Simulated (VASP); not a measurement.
Runs of VASP 6.6.1 on Hf. The structure is that of space group Im-3m (No. 229), or close to it. The cells are those of the table. 

```csv
cell,k mesh,gap on the mesh (eV),pressure (GPa)
"a = 2.938 Å, angles 109.5°, 1 atom",18 × 18 × 18,none,(a)
"a = 2.696 Å, angles 109.5°, 1 atom",20 × 20 × 20,none,70.0
"a = 3.065 Å, angles 109.5°, 1 atom",18 × 18 × 18,none,(b)
"a = 2.981 Å, angles 109.5°, 1 atom",18 × 18 × 18,none,9.5
"a = 2.747 Å, angles 109.5°, 1 atom",20 × 20 × 20,none,55.3
```

Alike in all rows: task single point; level r2SCAN; potentials or basis VASP PAW PBE potentials, release 64 (Hf_pv); no spin polarisation; cutoff (eV) 520; smearing gaussian 0.05 eV.

Problem. Estimate the missing entries.

Solution. (a) 15.5; (b) -0.6.

Caveats: the PAW data sets were made with another functional, which shifts forces and pressure a little; spin-orbit coupling is left out, which moves the levels of the heavy elements.

A k mesh can miss the band edges, and the runs leave out spin-orbit coupling on Hf.

A gap of «none» marks levels without a gap at the run's occupations.
